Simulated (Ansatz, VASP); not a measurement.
**One calculation of La3Fe, two programs**

```
La Fe
1.0
    -3.13579    3.13579    3.13579
     3.13579   -3.13579    3.13579
     3.13579    3.13579   -3.13579
La Fe
3 1
Direct
  0.00000 0.50000 0.50000
  0.50000 0.00000 0.50000
  0.50000 0.50000 0.00000
  0.00000 0.00000 0.00000
```

Alike in both runs: functional PBE; k mesh 10 × 10 × 10; occupations gaussian, width 0.1 eV; collinear spin.

Ansatz relaxed the structure, and its values are those at the end. VASP's run is a single point on that final structure, the one shown.

|  | VASP | Ansatz |
| --- | --- | --- |
| version | VASP 6.6.1 | Ansatz 0.2.0 |
| potentials or method | VASP PAW PBE potentials, release 64 (La, Fe), cutoff 520 eV | scalar-relativistic, plane waves, PAW |
| valence electrons in the cell | 41 | 49 |

```tsv
	VASP	Ansatz	Ansatz less VASP
gap on the k mesh at the Fermi level (eV)	none	none	-
pressure (GPa)	-0.1	0.0	+0.11
net moment per atom (μB)	0.76	0.76	-0.002
size of the moment on the site where the two differ most (μB)	2.84	2.94	+0.097
```

Site moments also hang on the region over which each program counts them. A gap of «none» marks a metal or a gap that the smearing closes. The functional is the same, so the differences come from potentials, cutoffs and numerics. VASP's potentials hold 41 valence electrons a cell and Ansatz's 49, so a difference there can come from the potentials and not from the codes.

Neither program's run includes spin-orbit coupling.
